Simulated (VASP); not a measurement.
# BP in VASP: a series of runs

The runs below take BP through electric field gradients, with LDA.

All numbers are computed with VASP 6.6.1; they aren't measurements. Logs are shortened: lines on timing, memory, paths and dates and some standing lists are left out, and cuts for length are marked.

### Step 1. The cell of the first run

It takes space group I-4m2 (No. 119, tetragonal). Conventional cell: a = 3.209 Å, b = 3.209 Å, c = 4.674 Å, α = 90.00°, β = 90.00°, γ = 90.00°. Within 2.6 Å of B (site symmetry -4m2) lie 4 P at 1.98 Å. P (site symmetry -4m2) has 4 B at 1.98 Å within 2.6 Å.

### Step 2. Electric field gradients, LDA (zz strain of +3 %)

INCAR

```
ALGO = Normal ; EDIFF = 1E-8
ENCUT = 420 ; GGA_COMPAT = False
ISIF = 2 ; ISMEAR = -1
LASPH = True ; LCHARG = False
LEFG = True ; LREAL = False
LWAVE = False ; NBANDS = 11
NELM = 120 ; PREC = Accurate
SIGMA = 0.05
```

KPOINTS

```
k-points
0
Gamma
  15 15 15
```

POSCAR

```
BP
1.0
    0.0000000000      2.2690000000      2.3370700000
    2.2690000000      0.0000000000      2.3370700000
    2.2690000000      2.2690000000      0.0000000000
B P
1 1
Direct
    0.0000000000      0.0000000000      0.0000000000
    0.7500000000      0.7500000000      0.7500000000
```

Potentials or basis: VASP PAW LDA potentials, release 64 (B, P).

Command:

```sh
> cat potpaw_LDA.64/B/POTCAR potpaw_LDA.64/P/POTCAR > POTCAR
> mpirun -np 1 vasp_std > vasp.out
```

OUTCAR:

```text
EDIFF = 1E-8
   ENCUT = 420
   ISIF = 2
   ISMEAR = -1
   LASPH = True
   LREAL = False
   NELM = 120
   PREC = Accurate

 ion  position               nearest neighbor table
   1  0.000  0.000  0.000-   2 1.98   2 1.98   2 1.98   2 1.98
   2  0.750  0.750  0.750-   1 1.98   1 1.98   1 1.98   1 1.98

  LATTYP: Found a body centered tetragonal cell.
 ALAT       =     3.2088505730
 C/A-ratio  =     1.4566399692

  Lattice vectors:

 A1 = (  -2.2690000000,   0.0000000000,   2.3370700000)
 A2 = (   2.2690000000,   0.0000000000,   2.3370700000)
 A3 = (   0.0000000000,   2.2690000000,  -2.3370700000)

Analysis of symmetry for initial positions (statically):
=====================================================================
 Subroutine PRICEL returns:
 Original cell was already a primitive cell.

 Routine SETGRP: Setting up the symmetry group for a
 body centered tetragonal supercell.

 Subroutine GETGRP returns: Found  8 space group operations
 (whereof  8 operations were pure point group operations)
 out of a pool of 16 trial point group operations.

The static configuration has the point symmetry D_2d.

Analysis of symmetry for dynamics (positions and initial velocities):
=====================================================================
 Subroutine PRICEL returns:
 Original cell was already a primitive cell.

 Routine SETGRP: Setting up the symmetry group for a
 body centered tetragonal supercell.

 Subroutine GETGRP returns: Found  8 space group operations
 (whereof  8 operations were pure point group operations)
 out of a pool of 16 trial point group operations.

The dynamic configuration has the point symmetry D_2d.

 Subroutine INISYM returns: Found  8 space group operations
 (whereof  8 operations are pure point group operations),
 and found     1 'primitive' translations

----------------------------------------------------------------------------------------

                                     Primitive cell

  volume of cell :      24.0642

  direct lattice vectors                    reciprocal lattice vectors
     0.000000000  2.269000000  2.337070000    -0.220361393  0.220361393  0.213943100
     2.269000000  0.000000000  2.337070000     0.220361393 -0.220361393  0.213943100
     2.269000000  2.269000000  0.000000000     0.220361393  0.220361393 -0.213943100

  length of vectors
     3.257338973  3.257338973  3.208850573     0.378007853  0.378007853  0.378007853

  position of ions in fractional coordinates (direct lattice)
     0.000000000  0.000000000  0.000000000
     0.750000000  0.750000000  0.750000000

  ion indices of the primitive-cell ions
   primitive index   ion index
                 1           1
                 2           2

----------------------------------------------------------------------------------------

 KPOINTS: k-points

Automatic generation of k-mesh.
 Grid dimensions read from file:
 generate k-points for:   15   15   15

 Generating k-lattice:

  Cartesian coordinates                     Fractional coordinates (reciprocal lattice)
    -0.014690760  0.014690760  0.014262873     0.066666667  0.000000000  0.000000000
     0.014690760 -0.014690760  0.014262873     0.000000000  0.066666667  0.000000000
     0.014690760  0.014690760 -0.014262873     0.000000000  0.000000000  0.066666667

  Length of vectors
     0.025200524  0.025200524  0.025200524

  Shift w.r.t. Gamma in fractional coordinates (k-lattice)
     0.000000000  0.000000000  0.000000000

 Subroutine IBZKPT returns following result:
 ===========================================

 Found    288 irreducible k-points:

 Following reciprocal coordinates:
            Coordinates               Weight
  0.000000  0.000000  0.000000      1.000000
  0.066667  0.000000  0.000000      8.000000
  0.133333  0.000000  0.000000      8.000000
  0.200000 -0.000000  0.000000      8.000000
  0.266667  0.000000  0.000000      8.000000
  0.333333  0.000000  0.000000      8.000000
[... 16 lines left out ...]
  0.133333  0.133333  0.000000      2.000000
  0.200000  0.133333  0.000000      8.000000
 [... further k-points ...]
   k-points           NKPTS =    288   k-points in BZ     NKDIM =    288   number of bands    NBANDS=     11
   number of dos      NEDOS =    301   number of ions     NIONS =      2
   total plane-waves  NPLWV =  13824
   dimension x,y,z NGX =    24 NGY =   24 NGZ =   24
   dimension x,y,z NGXF=    48 NGYF=   48 NGZF=   48
   ions per type =               1   1
   NGX,Y,Z   is equivalent  to a cutoff of  12.25, 12.25, 12.43 a.u.
   NGXF,Y,Z  is equivalent  to a cutoff of  24.50, 24.50, 24.87 a.u.
 SYSTEM =  unknown system
   PREC   = accura    normal or accurate (medium, high low for compatibility)
   ISTART =      0    job   : 0-new  1-cont  2-samecut
   ICHARG =      2    charge: 1-file 2-atom 10-const
   ISPIN  =      1    spin polarized calculation?
   LNONCOLLINEAR =      F non collinear calculations
   LSORBIT =      F    spin-orbit coupling
   LASPH  =      T    aspherical Exc in radial PAW
   ENCUT  =  420.0 eV  30.87 Ry    5.56 a.u.   5.44  5.44  5.36*2*pi/ulx,y,z
   NELM   =    120;   NELMIN=  2; NELMDL= -5     # of ELM steps
   EDIFF  = 0.1E-07   stopping-criterion for ELM
   LREAL  =      F    real-space projection
   EDIFFG = 0.1E-06   stopping-criterion for IOM
   NSW    =      0    number of steps for IOM
   IBRION =     -1    ionic relax: 0-MD 1-quasi-New 2-CG
   NFREE  =      0    steps in history (QN), initial steepest desc. (CG)
   ISIF   =      2    stress and relaxation
   ISYM   =      2    0-nonsym 1-usesym 2-fastsym
   POTIM  = 0.5000    time-step for ionic-motion
   TEBEG  =    0.0;   TEEND  =   0.0 temperature during run
   PSTRESS=    0.0 pullay stress
   NELECT =       8.0000    total number of electrons
   NUPDOWN=      -1.0000    fix difference up-down
   EMIN   =  10.00;   EMAX   =-10.00  energy-range for DOS
   EFERMI =   0.00;   METHOD = LEGACY
   ISMEAR =    -1;   SIGMA  =   0.05  broadening in eV -4-tet -1-fermi 0-gaus
   EFERMI_NEDOS =   21; number of points for ismear=-14 and -15
   IALGO  =     38    algorithm
   IMIX   =      4    mixing-type and parameters
     AMIX     =   0.40;   BMIX     =  1.00
     AMIX_MAG =   1.60;   BMIX_MAG =  1.00
  volume/ion in A,a.u.               =      12.03        81.20
  Fermi-wavevector in a.u.,A,eV,Ry     =   1.134091  2.143121 17.499303  1.286163
  Thomas-Fermi vector in A             =   2.270795
   LORBIT       =      0    0 simple, 1 ext, 2 COOP (PROOUT), +10 PAW based schemes
   GGA     = CA    functional components
   LHFCALC =     F    Hartree Fock is set to
   AEXX    =    0.0000 exact exchange contribution
   IVDW    =     0    specifies the selected vdW correction
   LEPSILON=     F    determine dielectric tensor
   LRPA    =     F    only Hartree local field effects (RPA)
 non-spin polarized calculation
  energy-cutoff  :      420.00
  volume of cell :       24.06
 maximum number of plane-waves:       495
 NGX is ok and might be reduce to    24
   NGX = 11   NGY = 11   NGZ = 11

 number of electron       7.9999999 magnetization

 Free energy of the ion-electron system (eV)
  ---------------------------------------------------
  ext. energy  EPLUGINS =         0.00000000
  ---------------------------------------------------
  free energy    TOTEN  =       -14.34257473 eV

  energy without entropy =      -14.34257459  energy(sigma->0) =      -14.34257466

 E-fermi :   7.6450     XC(G=0): -10.9672

 val. band max:        7.1567573518   @ k =   0.0000   0.0000   0.0000
 cond. band min:       8.1581215119   @ k =   0.4000   0.0000   0.4000
 fundamental gap:      1.0013641601
 Fermi energy:         7.6449770661

 k-point     1 :       0.0000    0.0000    0.0000
  band No.  band energies     occupation
      1      -8.0739      2.00000
      2       6.8632      2.00000
      3       7.1568      1.99989
      4       7.1568      1.99989
      5      10.3436      0.00000
      6      10.3436      0.00000
      7      10.5065      0.00000
      8      13.9669      0.00000
      9      18.1129      0.00000
     10      18.7514      0.00000
     11      19.5409      0.00000
[... 309 lines left out ...]
 k-point    24 :       0.2000    0.1333    0.0000
  band No.  band energies     occupation
      1      -7.3988      2.00000
      2       4.4588      2.00000
      3       5.5294      2.00000
      4       5.6565      2.00000
      5       9.8915      0.00000
      6      12.5009      0.00000
      7      12.6852      0.00000
      8      13.9270      0.00000
      9      17.1443      0.00000
     10      19.9212      0.00000
     11      20.0037      0.00000

 [... further k-points ...]

------------------------ aborting loop because EDIFF is reached ----------------------------------------

  FORCE on cell =-STRESS in cart. coord.  units (eV):
  Direction    XX          YY          ZZ          XY          YZ          ZX
  --------------------------------------------------------------------------------------
  -------------------------------------------------------------------------------------
  Total       -1.0437099     -1.0437099     -2.2454312      0.0000000      0.0000000      0.0000000
  in kB      -69.4895755    -69.4895755   -149.4994587      0.0000000      0.0000000      0.0000000
  external PRESSURE =     -96.1595365 kB  Pullay stress =       0.0000000 kB

 VOLUME and BASIS-vectors are now :
 -----------------------------------------------------------------------------
  energy-cutoff  :      420.00
  volume of cell :       24.06
      direct lattice vectors                 reciprocal lattice vectors
     0.000000000  2.269000000  2.337070000    -0.220361393  0.220361393  0.213943100
     2.269000000  0.000000000  2.337070000     0.220361393 -0.220361393  0.213943100
     2.269000000  2.269000000  0.000000000     0.220361393  0.220361393 -0.213943100

 POSITION                                       TOTAL-FORCE (eV/Angst)
 -----------------------------------------------------------------------------------
      0.00000      0.00000      0.00000        -0.000000     -0.000000      0.000000
      3.40350      3.40350      3.50561         0.000000      0.000000     -0.000000
 -----------------------------------------------------------------------------------
    total drift:                               -0.000000     -0.000000     -0.000000

  FREE ENERGIE OF THE ION-ELECTRON SYSTEM (eV)
  ---------------------------------------------------
  free  energy   TOTEN  =       -14.3425747259 eV

  energy  without entropy=      -14.3425745942  energy(sigma->0) =      -14.34257466

 Electric field gradients (V/A^2)
---------------------------------------------------------------------
 ion       V_xx      V_yy      V_zz      V_xy      V_xz      V_yz
---------------------------------------------------------------------
   1      -0.079    -0.079     0.159     0.000     0.000     0.000
   2      -0.828    -0.828     1.656    -0.000     0.000     0.000
---------------------------------------------------------------------

 Electric field gradients after diagonalization (V/A^2)
 (convention: |V_zz| > |V_xx| > |V_yy|)
----------------------------------------------------------------------
 ion       V_xx      V_yy      V_zz     asymmetry (V_yy - V_xx)/ V_zz
----------------------------------------------------------------------
   1      -0.079    -0.079     0.159       0.000
   2      -0.828    -0.828     1.656       0.000
----------------------------------------------------------------------

           NMR quadrupolar parameters

 Cq : quadrupolar parameter    Cq=e*Q*V_zz/h
 eta: asymmetry parameters     (V_yy - V_xx)/ V_zz
 Q  : nuclear electric quadrupole moment in mb (millibarn)
----------------------------------------------------------------------
 ion       Cq(MHz)       eta       Q (mb)
----------------------------------------------------------------------
   1       0.000       0.000       1.000
   2       0.004       0.000       1.000
----------------------------------------------------------------------
```

Wall time 30 s (1 thread of Intel Xeon Platinum 8488C (Sapphire Rapids), shared host); peak memory 0.16 GiB.

What came out:

```yaml
Free_energy: -14.3426 eV
Pressure: -9.6 GPa
Band_gap_on_the_k_mesh: 1.00 eV (least direct gap 3.19 eV)
Largest_electric_field_gradient_by_atom: B +0.2; P +1.7 V/Å²
```

Levels at points of the mesh, in eV from the valence-band top:
```csv
k point,band 1,band 2,band 3,band 4,band 5,band 6,band 7,band 8
"(0.00, 0.00, 0.00)",-15.23,-0.29,0.00,0.00,3.19,3.19,3.35,6.81
```

Electric field gradients, principal values (V/Å²):
| atom | least | middle | greatest (by size) |
| --- | --- | --- | --- |
| 1 B | -0.079 | -0.079 | 0.159 |
| 2 P | -0.828 | -0.828 | 1.656 |

Caveat: the cell differs from its parent crystal (zz strain of +3 %); the cell stands under tension; without QUAD_EFG the Cq values of the log hold for a quadrupole moment of 1 mb, not for the nuclei; an odd mesh through Γ misses points on the zone boundary, where band edges can lie.

(Part 1 of 2 ends here.)
